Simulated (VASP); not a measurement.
# O (Fd-3m) in VASP: vibrations by perturbation theory with PBE

Aim: the vibrations by perturbation theory of O with PBE.

Program: VASP 6.6.1. These are calculated values, not measurements. Logs are shortened: lines on timing, memory, paths and dates and some standing lists are left out, and cuts for length are marked.

**1. The cell of the first run**

Symmetry: Fd-3m, No. 227, cubic system. Conventional cell: a = 4.405 Å, b = 4.405 Å, c = 4.405 Å, α = 90.00°, β = 90.00°, γ = 90.00°. O (site symmetry -43m) has 4 O at 1.91 Å within 2.5 Å.

**2. Vibrations by perturbation theory, PBE**

INCAR

```
PREC = Accurate
ENCUT = 600
EDIFF = 1E-8
ISMEAR = -1
SIGMA = 0.1
LREAL = False
LASPH = True
NELM = 120
ALGO = Normal
ISIF = 2
LWAVE = False
LCHARG = True
GGA = PE
NBANDS = 13
IBRION = 8
NSW = 1
GGA_COMPAT = False
```

KPOINTS

```
regular mesh
0
Gamma
  4 4 4
```

POSCAR

```
O
1.0
    0.0000000000      2.2023400000      2.2023400000
    2.2023400000      0.0000000000      2.2023400000
    2.2023400000      2.2023400000      0.0000000000
O
2
Direct
    0.0000000000      0.0000000000      0.0000000000
    0.2500000000      0.2500000000      0.2500000000
```

Potentials or basis: VASP PAW PBE potentials, release 64 (O).

Started as:

```sh
cat potpaw_PBE.64/O/POTCAR > POTCAR
mpirun -np 1 vasp_std > vasp.out
```

OUTCAR:

```text
PREC = Accurate
   ENCUT = 600
   EDIFF = 1E-8
   ISMEAR = -1
   LREAL = False
   LASPH = True
   NELM = 120
   ISIF = 2
   GGA = PE
   IBRION = 8
   NSW = 1

 ion  position               nearest neighbor table
   1  0.000  0.000  0.000-   2 1.91   2 1.91   2 1.91   2 1.91
   2  0.250  0.250  0.250-   1 1.91   1 1.91   1 1.91   1 1.91

  LATTYP: Found a face centered cubic cell.
 ALAT       =     4.4046800000

  Lattice vectors:

 A1 = (   0.0000000000,   2.2023400000,   2.2023400000)
 A2 = (   2.2023400000,   0.0000000000,   2.2023400000)
 A3 = (   2.2023400000,   2.2023400000,   0.0000000000)

Analysis of symmetry for initial positions (statically):
=====================================================================
 Subroutine PRICEL returns:
 Original cell was already a primitive cell.

 Routine SETGRP: Setting up the symmetry group for a
 face centered cubic supercell.

 Subroutine GETGRP returns: Found 48 space group operations
 (whereof 24 operations were pure point group operations)
 out of a pool of 48 trial point group operations.

The static configuration has the point symmetry T_d .
 The point group associated with its full space group is O_h .

Analysis of symmetry for dynamics (positions and initial velocities):
=====================================================================
 Subroutine PRICEL returns:
 Original cell was already a primitive cell.

 Routine SETGRP: Setting up the symmetry group for a
 face centered cubic supercell.

 Subroutine GETGRP returns: Found 48 space group operations
 (whereof 24 operations were pure point group operations)
 out of a pool of 48 trial point group operations.

The dynamic configuration has the point symmetry T_d .
 The point group associated with its full space group is O_h .

 Subroutine INISYM returns: Found 48 space group operations
 (whereof 24 operations are pure point group operations),
 and found     1 'primitive' translations

[... 267 lines left out ...]
  -------------------------------------------------------------------------------------
  Total        0.0943782      0.0943782      0.0943782      0.0000000     -0.0000000     -0.0000000
  in kB        7.0778178      7.0778178      7.0778178      0.0000000     -0.0000000     -0.0000000
  external PRESSURE =       7.0778178 kB  Pullay stress =       0.0000000 kB

 VOLUME and BASIS-vectors are now :
 -----------------------------------------------------------------------------
  energy-cutoff  :      600.00
  volume of cell :       21.36
      direct lattice vectors                 reciprocal lattice vectors
     0.000000000  2.202340000  2.202340000    -0.227031249  0.227031249  0.227031249
     2.202340000  0.000000000  2.202340000     0.227031249 -0.227031249  0.227031249
     2.202340000  2.202340000  0.000000000     0.227031249  0.227031249 -0.227031249

 POSITION                                       TOTAL-FORCE (eV/Angst)
 -----------------------------------------------------------------------------------
      0.00000      0.00000      0.00000         0.000000      0.000000      0.000000
      1.10117      1.10117      1.10117        -0.000000     -0.000000     -0.000000
 -----------------------------------------------------------------------------------
    total drift:                                0.000000      0.000000      0.000000

  FREE ENERGIE OF THE ION-ELECTRON SYSTEM (eV)
  ---------------------------------------------------
  free  energy   TOTEN  =        -6.1745374093 eV

  energy  without entropy=       -6.1050744693  energy(sigma->0) =       -6.13980594

[... ionic steps 2 to 3 ...]

--------------------------------------- Ionic step        4  -------------------------------------------

 Free energy of the ion-electron system (eV)
  ---------------------------------------------------
  ---------------------------------------------------
  free energy    TOTEN  =        -0.35849761 eV

  energy without entropy =       -0.35849761

------------------------ aborting loop because EDIFF is reached ----------------------------------------

 INTERNAL STRAIN TENSOR  FOR ION    1  DIRECTION 1   (eV/Angst):
 -----------------------------------------------------------------------------
     0.14312  0.00000  0.00000
     0.00000 -0.07050-27.68908
     0.00000-27.68908 -0.07050

 INTERNAL STRAIN TENSOR FOR ION    2 for displacements in x,y,z  (eV/Angst):
          X           Y           Z          XY          YZ          ZX
  --------------------------------------------------------------------------------
  x     0.00000     0.00000     0.00000     0.00000    27.68908     0.00000
  y     0.00000     0.00000     0.00000     0.00000     0.00000    27.68908
  z     0.00000     0.00000     0.00000    27.68908     0.00000     0.00000

 SECOND DERIVATIVES (NOT SYMMETRIZED)
 ------------------------------------
               1X          1Y          1Z          2X          2Y          2Z
  1X    32.114913    0.000000    0.000000  -32.114913    0.000000    0.000000
  1Y     0.000000   32.114913    0.000000    0.000000  -32.114913    0.000000
  1Z     0.000000    0.000000   32.114913    0.000000    0.000000  -32.114913
  2X   -32.114913    0.000000    0.000000   32.114913    0.000000    0.000000
  2Y     0.000000  -32.114913    0.000000    0.000000   32.114913    0.000000
  2Z     0.000000    0.000000  -32.114913    0.000000    0.000000   32.114913

 Eigenvectors and eigenvalues of the dynamical matrix
 ----------------------------------------------------

   1 f  =    0.000000 THz     0.000000 2PiTHz    0.000000 cm-1     0.000000 meV
             X         Y         Z           dx          dy          dz
      0.000000  0.000000  0.000000     0.000000   -0.707107    0.000000
      1.101170  1.101170  1.101170     0.000000   -0.707107    0.000000
[... 21 lines left out ...]
   6 f/i=   31.322694 THz   196.806291 2PiTHz 1044.812612 cm-1   129.540196 meV
             X         Y         Z           dx          dy          dz
      0.000000  0.000000  0.000000    -0.707107    0.000000    0.000000
      1.101170  1.101170  1.101170     0.707107    0.000000    0.000000

--------------------------------------------------------------------------------------------------------

 ELASTIC MODULI CONTR FROM IONIC RELAXATION (kBar)
 Direction    XX          YY          ZZ          XY          YZ          ZX
 --------------------------------------------------------------------------------
 XX           0.0000      0.0000      0.0000      0.0000      0.0000      0.0000
 YY           0.0000      0.0000      0.0000      0.0000      0.0000      0.0000
 ZZ           0.0000      0.0000      0.0000      0.0000      0.0000      0.0000
 XY           0.0000      0.0000      0.0000      0.0000      0.0000      0.0000
 YZ           0.0000      0.0000      0.0000      0.0000      0.0000      0.0000
 ZX           0.0000      0.0000      0.0000      0.0000      0.0000      0.0000
 --------------------------------------------------------------------------------
```

stdout:

```text
POSCAR found type information on POSCAR O
 POSCAR found :  1 types and       2 ions
 scaLAPACK will be used
 LDA part: xc-table for (Slater+PW92), standard interpolation
 POSCAR, INCAR and KPOINTS ok, starting setup
 FFT: planning ... GRIDC
 FFT: planning ... GRID_SOFT
 FFT: planning ... GRID
 WAVECAR not read
 entering main loop
 Linear response reoptimize wavefunctions to high precision
 Linear response DOF=           1
 Linear response progress:
 first order change of Fermi-energy   0.18466E-03
 force on displaced ion       1 direction 1 :  32.115   0.000   0.000
 Linear response finished
```

Wall time 14 s (1 thread of Intel Xeon 6975P-C (Granite Rapids), shared host); peak memory 0.15 GiB.

What came out:

```yaml
Highest_phonon_frequency_at_Γ: 0 cm⁻¹
Most_unstable_mode: 1045i cm⁻¹
```

Phonon frequencies in cm⁻¹ (negative: imaginary):
| q point | frequencies |
| --- | --- |
| (0.000, 0.000, 0.000) | -1045 -1045 -1045 0 0 0 |

Caveat: the k points lie up to 0.62 Å⁻¹ apart; some modes are imaginary.
